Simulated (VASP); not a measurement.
# Lu (Fm-3m) in VASP: notebook

The runs below take Lu through single point, relaxation of volume and atoms at fixed shape, with LDA.

Everything below comes from runs of VASP 6.6.1. Logs are shortened: lines on timing, memory, paths and dates and some standing lists are left out, and cuts for length are marked.

### Step 1. The cell of the first run

Symmetry: Fm-3m, No. 225, cubic system. Conventional cell: a = 4.669 Å, b = 4.669 Å, c = 4.669 Å, α = 90.00°, β = 90.00°, γ = 90.00°. Within 4.3 Å of Lu (site symmetry m-3m) lie 12 Lu at 3.30 Å.

### Step 2. Single point, LDA

Contents of INCAR:

```
SYSTEM = Lu
ALGO     = Normal         ! electronic algorithm
EDIFF    = 1E-6           ! SCF threshold, eV
ENCUT    = 520            ! plane-wave cutoff, eV
GGA      = CA             ! functional
ISIF     = 2              ! what is computed and relaxed
ISMEAR   = -1             ! smearing method
LASPH    = .TRUE.         ! aspherical terms in the spheres
LCHARG   = .TRUE.         ! write CHGCAR
LELF     = .TRUE.         ! ELF
LREAL    = .FALSE.        ! projectors in reciprocal space
LVHAR    = .TRUE.       
LWAVE    = .FALSE.        ! write WAVECAR
NBANDS   = 58             ! bands
NELM     = 100            ! most SCF steps
PREC     = Accurate       ! precision mode
SIGMA    = 0.05           ! smearing width, eV
```

Contents of KPOINTS:

```
k-points
0
G
  5 5 5
  0 0 0
```

Contents of POSCAR:

```
Lu
1.0
    4.6689581362      0.0000000000      0.0000000000
    0.0000000000      4.6689581362      0.0000000000
    0.0000000000      0.0000000000      4.6689581362
Lu
4
Direct
    0.0000000000      0.0000000000      0.0000000000
    0.0000000000      0.5000000000      0.5000000000
    0.5000000000      0.0000000000      0.5000000000
    0.5000000000      0.5000000000      0.0000000000
```

Potentials or basis: VASP PAW PBE potentials, release 64 (Lu).

On the command line:

```
cat potpaw_PBE.64/Lu/POTCAR > POTCAR
mpirun -np 1 vasp_std > vasp.out
```

OUTCAR:

```text
SYSTEM = Lu
   EDIFF = 1E-6
   ENCUT = 520
   GGA = CA
   ISIF = 2
   ISMEAR = -1
   LASPH = .TRUE.
   LREAL = .FALSE.
   NELM = 100
   PREC = Accurate

 ion  position               nearest neighbor table
   1  0.000  0.000  0.000-   2 3.30   3 3.30   4 3.30   2 3.30   3 3.30   2 3.30   4 3.30   2 3.30
                             3 3.30   4 3.30   3 3.30   4 3.30
   2  0.000  0.500  0.500-   1 3.30   3 3.30   4 3.30   1 3.30   4 3.30   1 3.30   3 3.30   1 3.30
                             3 3.30   4 3.30   4 3.30   3 3.30
   3  0.500  0.000  0.500-   1 3.30   2 3.30   4 3.30   1 3.30   4 3.30   2 3.30   4 3.30   4 3.30
                             1 3.30   2 3.30   1 3.30   2 3.30
   4  0.500  0.500  0.000-   1 3.30   2 3.30   3 3.30   2 3.30   3 3.30   1 3.30   3 3.30   3 3.30
                             1 3.30   2 3.30   2 3.30   1 3.30

  LATTYP: Found a simple cubic cell.
 ALAT       =     4.6689581362

  Lattice vectors:

 A1 = (   4.6689581362,   0.0000000000,   0.0000000000)
 A2 = (   0.0000000000,   4.6689581362,   0.0000000000)
 A3 = (   0.0000000000,   0.0000000000,   4.6689581362)

Analysis of symmetry for initial positions (statically):
=====================================================================
 Subroutine PRICEL returns following result:

  LATTYP: Found a face centered cubic cell.
 ALAT       =     4.6689581362

  Lattice vectors:

 A1 = (   2.3344790681,  -2.3344790681,   0.0000000000)
 A2 = (   2.3344790681,   0.0000000000,   2.3344790681)
 A3 = (   0.0000000000,  -2.3344790681,   2.3344790681)

   4 primitive cells build up your supercell.

 Routine SETGRP: Setting up the symmetry group for a
 simple cubic supercell.

 Subroutine GETGRP returns: Found 48 space group operations
 (whereof 48 operations were pure point group operations)
 out of a pool of 48 trial point group operations.

The static configuration has the point symmetry O_h .

Analysis of symmetry for dynamics (positions and initial velocities):
=====================================================================
 Subroutine PRICEL returns following result:

  LATTYP: Found a face centered cubic cell.
 ALAT       =     4.6689581362

  Lattice vectors:

 A1 = (   2.3344790681,  -2.3344790681,   0.0000000000)
 A2 = (   2.3344790681,   0.0000000000,   2.3344790681)
 A3 = (   0.0000000000,  -2.3344790681,   2.3344790681)

   4 primitive cells build up your supercell.

 Routine SETGRP: Setting up the symmetry group for a
 simple cubic supercell.

 Subroutine GETGRP returns: Found 48 space group operations
 (whereof 48 operations were pure point group operations)
 out of a pool of 48 trial point group operations.

The dynamic configuration has the point symmetry O_h .

 Subroutine INISYM returns: Found 48 space group operations
 (whereof 48 operations are pure point group operations),
 and found     4 'primitive' translations

----------------------------------------------------------------------------------------

                                     Primitive cell

  volume of cell :      25.4449

  direct lattice vectors                    reciprocal lattice vectors
     2.334479068 -2.334479068  0.000000000     0.214180545 -0.214180545 -0.214180545
     2.334479068  0.000000000  2.334479068     0.214180545  0.214180545  0.214180545
     0.000000000 -2.334479068  2.334479068    -0.214180545 -0.214180545  0.214180545

  length of vectors
     3.301451959  3.301451959  3.301451959     0.370971587  0.370971587  0.370971587

  position of ions in fractional coordinates (direct lattice)
     0.000000000  0.000000000  0.000000000

  ion indices of the primitive-cell ions
   primitive index   ion index
                 1           1

----------------------------------------------------------------------------------------

 KPOINTS: k-points

Automatic generation of k-mesh.
 Grid dimensions read from file:
 generate k-points for:    5    5    5

 Generating k-lattice:

  Cartesian coordinates                     Fractional coordinates (reciprocal lattice)
     0.042836109  0.000000000  0.000000000     0.200000000  0.000000000  0.000000000
     0.000000000  0.042836109  0.000000000     0.000000000  0.200000000  0.000000000
     0.000000000  0.000000000  0.042836109     0.000000000  0.000000000  0.200000000

  Length of vectors
     0.042836109  0.042836109  0.042836109

  Shift w.r.t. Gamma in fractional coordinates (k-lattice)
     0.000000000  0.000000000  0.000000000

 Subroutine IBZKPT returns following result:
 ===========================================

 Found     10 irreducible k-points:

 Following reciprocal coordinates:
            Coordinates               Weight
  0.000000  0.000000  0.000000      1.000000
  0.200000  0.000000  0.000000      6.000000
  0.400000  0.000000  0.000000      6.000000
  0.200000  0.200000  0.000000     12.000000
  0.400000  0.200000  0.000000     24.000000
  0.400000  0.400000  0.000000     12.000000
  0.200000  0.200000  0.200000      8.000000
  0.400000  0.200000  0.200000     24.000000
  0.400000  0.400000  0.200000     24.000000
  0.400000  0.400000  0.400000      8.000000
   k-points           NKPTS =     10   k-points in BZ     NKDIM =     10   number of bands    NBANDS=     58
   number of dos      NEDOS =    301   number of ions     NIONS =      4
   total plane-waves  NPLWV =  46656
   dimension x,y,z NGX =    36 NGY =   36 NGZ =   36
   dimension x,y,z NGXF=    72 NGYF=   72 NGZF=   72
   ions per type =               4
   NGX,Y,Z   is equivalent  to a cutoff of  12.82, 12.82, 12.82 a.u.
   NGXF,Y,Z  is equivalent  to a cutoff of  25.64, 25.64, 25.64 a.u.
 SYSTEM =  Lu
   PREC   = accura    normal or accurate (medium, high low for compatibility)
   ISTART =      0    job   : 0-new  1-cont  2-samecut
   ICHARG =      2    charge: 1-file 2-atom 10-const
   ISPIN  =      1    spin polarized calculation?
   LNONCOLLINEAR =      F non collinear calculations
   LSORBIT =      F    spin-orbit coupling
   LASPH  =      T    aspherical Exc in radial PAW
   ENCUT  =  520.0 eV  38.22 Ry    6.18 a.u.   8.68  8.68  8.68*2*pi/ulx,y,z
   NELM   =    100;   NELMIN=  2; NELMDL= -5     # of ELM steps
   EDIFF  = 0.1E-05   stopping-criterion for ELM
   LREAL  =      F    real-space projection
   EDIFFG = 0.1E-04   stopping-criterion for IOM
   NSW    =      0    number of steps for IOM
   IBRION =     -1    ionic relax: 0-MD 1-quasi-New 2-CG
   NFREE  =      0    steps in history (QN), initial steepest desc. (CG)
   ISIF   =      2    stress and relaxation
   ISYM   =      2    0-nonsym 1-usesym 2-fastsym
   POTIM  = 0.5000    time-step for ionic-motion
   TEBEG  =    0.0;   TEEND  =   0.0 temperature during run
   PSTRESS=    0.0 pullay stress
   NELECT =     100.0000    total number of electrons
   NUPDOWN=      -1.0000    fix difference up-down
   EMIN   =  10.00;   EMAX   =-10.00  energy-range for DOS
   EFERMI =   0.00;   METHOD = LEGACY
   ISMEAR =    -1;   SIGMA  =   0.05  broadening in eV -4-tet -1-fermi 0-gaus
   EFERMI_NEDOS =   21; number of points for ismear=-14 and -15
   IALGO  =     38    algorithm
   IMIX   =      4    mixing-type and parameters
     AMIX     =   0.40;   BMIX     =  1.00
     AMIX_MAG =   1.60;   BMIX_MAG =  1.00
  volume/ion in A,a.u.               =      25.44       171.71
  Fermi-wavevector in a.u.,A,eV,Ry     =   1.627502  3.075533 36.038603  2.648763
  Thomas-Fermi vector in A             =   2.720287
   LORBIT       =      0    0 simple, 1 ext, 2 COOP (PROOUT), +10 PAW based schemes
   GGA     = CA    functional components
   LHFCALC =     F    Hartree Fock is set to
   AEXX    =    0.0000 exact exchange contribution
   IVDW    =     0    specifies the selected vdW correction
   LEPSILON=     F    determine dielectric tensor
   LRPA    =     F    only Hartree local field effects (RPA)
 non-spin polarized calculation
  energy-cutoff  :      520.00
  volume of cell :      101.78
 maximum number of plane-waves:      2777
 NGX is ok and might be reduce to    36
   NGX = 17   NGY = 17   NGZ = 17

 number of electron     100.0000000 magnetization

 number of electron      99.9999993 magnetization

 Free energy of the ion-electron system (eV)
  ---------------------------------------------------
  ext. energy  EPLUGINS =         0.00000000
  ---------------------------------------------------
  free energy    TOTEN  =       -20.67629112 eV

  energy without entropy =      -20.62404293  energy(sigma->0) =      -20.65016703

 E-fermi :   2.5138     XC(G=0): -11.6606

 val. band max:        2.5077731202   @ k =   0.4000   0.4000   0.2000
 cond. band min:       2.7031433786   @ k =   0.4000   0.4000   0.2000
 fundamental gap:      0.1953702584
 Fermi energy:         2.5138380330

 k-point     1 :       0.0000    0.0000    0.0000
  band No.  band energies     occupation
      1     -53.1413      2.00000
      2     -53.0651      2.00000
      3     -53.0651      2.00000
      4     -53.0651      2.00000
      5     -24.3853      2.00000
      6     -24.3853      2.00000
[... 50 lines left out ...]
     57       5.2188      0.00000
     58       7.5330      0.00000

 k-point     2 :       0.2000    0.0000    0.0000
  band No.  band energies     occupation
      1     -53.1340      2.00000
      2     -53.0724      2.00000
      3     -53.0650      2.00000
      4     -53.0650      2.00000
      5     -24.3431      2.00000
      6     -24.3431      2.00000
[... 50 lines left out ...]
     57       5.0479      0.00000
     58       6.8577      0.00000

 k-point     3 :       0.4000    0.0000    0.0000
  band No.  band energies     occupation
      1     -53.1150      2.00000
      2     -53.0914      2.00000
      3     -53.0650      2.00000
      4     -53.0650      2.00000
      5     -24.2310      2.00000
      6     -24.2310      2.00000
[... 362 lines left out ...]
      3     -53.0822      2.00000
      4     -53.0763      2.00000
      5     -24.3329      2.00000
      6     -24.3119      2.00000
[... 50 lines left out ...]
     57       5.1034      0.00000
     58       5.4428      0.00000

 k-point    10 :       0.4000    0.4000    0.4000
  band No.  band energies     occupation
      1     -53.0894      2.00000
      2     -53.0821      2.00000
      3     -53.0821      2.00000
      4     -53.0821      2.00000
      5     -24.4048      2.00000
      6     -24.4048      2.00000
[... 50 lines left out ...]
     57       4.6981      0.00000
     58       4.8262      0.00000

------------------------ aborting loop because EDIFF is reached ----------------------------------------

  FORCE on cell =-STRESS in cart. coord.  units (eV):
  Direction    XX          YY          ZZ          XY          YZ          ZX
  --------------------------------------------------------------------------------------
  -------------------------------------------------------------------------------------
  Total        0.0905076      0.0905076      0.0905076      0.0000000      0.0000000      0.0000000
  in kB        1.4247405      1.4247405      1.4247405      0.0000000      0.0000000      0.0000000
  external PRESSURE =       1.4247405 kB  Pullay stress =       0.0000000 kB

 VOLUME and BASIS-vectors are now :
 -----------------------------------------------------------------------------
  energy-cutoff  :      520.00
  volume of cell :      101.78
      direct lattice vectors                 reciprocal lattice vectors
     4.668958136  0.000000000  0.000000000     0.214180545  0.000000000  0.000000000
     0.000000000  4.668958136  0.000000000     0.000000000  0.214180545  0.000000000
     0.000000000  0.000000000  4.668958136     0.000000000  0.000000000  0.214180545

 POSITION                                       TOTAL-FORCE (eV/Angst)
 -----------------------------------------------------------------------------------
      0.00000      0.00000      0.00000         0.000000     -0.000000      0.000000
      0.00000      2.33448      2.33448        -0.000000      0.000000     -0.000000
      2.33448      0.00000      2.33448        -0.000000      0.000000     -0.000000
      2.33448      2.33448      0.00000         0.000000     -0.000000     -0.000000
 -----------------------------------------------------------------------------------
    total drift:                                0.000000      0.000000      0.000000

  FREE ENERGIE OF THE ION-ELECTRON SYSTEM (eV)
  ---------------------------------------------------
  free  energy   TOTEN  =       -20.6762911244 eV

  energy  without entropy=      -20.6240429291  energy(sigma->0) =      -20.65016703
```

Wall time 27 s (1 thread of Intel Xeon 6975P-C (Granite Rapids), shared host); peak memory 0.19 GiB.

Results:

```yaml
Free_energy: -20.6763 eV
Pressure: 0.1 GPa
Band_gap_on_the_k_mesh: zero (band 50 reaches 3.06 eV, above the bottom of band 51 at 1.34 eV)
```

Levels at points of the mesh, in eV from the Fermi level:
```
           k point  band 48  band 49  band 50  band 51  band 52  band 53  band 54  band 55
(0.00, 0.00, 0.00)    -2.41    -1.17    -1.17    -1.17     2.28     2.28     2.28     2.70
```

Caveat: the PAW data sets were made with another functional, which shifts forces and pressure a little; spin-orbit coupling is left out, which moves the levels of the heavy elements.

(Continued in part 2 of 2.)
